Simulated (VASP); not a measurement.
Set up this calculation in VASP 6.6.1, as the native input.

| Property | Result |
| --- | --- |
| Task | single point |
| Functional | PBEsol |
| Dispersion | D4 |
| Potentials or basis | VASP PAW PBE potentials, release 64 (Sn_d) |
| Cutoff | 520 eV |
| k mesh | 11 × 11 × 11 |
| Occupations | fermi-dirac, width 0.15 eV |
| Spin | no spin polarisation |
| Dipole correction | no |
| Further INCAR settings | ALGO = Normal; EDIFF = 1e-07; NBANDS = 13 |

The structure of Sn lies in POSCAR:

```
Sn
1.0
   -1.9195844908      1.9195844908      1.9195844908
    1.9195844908     -1.9195844908      1.9195844908
    1.9195844908      1.9195844908     -1.9195844908
Sn
1
Direct
    0.0000000000      0.0000000000      0.0000000000
```

One way to write it, as run:

INCAR

```
ALGO = Normal
EDIFF = 1E-7
ENCUT = 520
GGA = PS
ISIF = 2
ISMEAR = -1
IVDW = 13
LASPH = T
LCHARG = F
LREAL = F
LWAVE = F
NBANDS = 13
NELM = 60
PREC = Accurate
SIGMA = 0.15
```

KPOINTS

```
k-points
0
Gamma
  11 11 11
```

Potentials or basis: VASP PAW PBE potentials, release 64 (Sn_d).

The run is started by

```console
$ cat potpaw_PBE.64/Sn_d/POTCAR > POTCAR
$ mpirun -np 1 vasp_std > vasp.out
```

It gave:

```
Pressure                   : -4.8 GPa
Band gap on the k mesh     : zero (band 7 reaches 15.04 eV, above the bottom of band 8 at 5.19 eV)
Dispersion energy per atom : -0.236 eV
```

Caveat: the PAW data sets were made with another functional, which shifts forces and pressure a little; spin-orbit coupling is left out, which moves the levels of the heavy elements; pairwise dispersion overbinds metals, which lowers pressure and volume.

Run time: 10 s on 1 thread of Intel(R) Xeon(R) 6975P-C (Granite Rapids), on a shared host, peak memory 0.16 GiB.
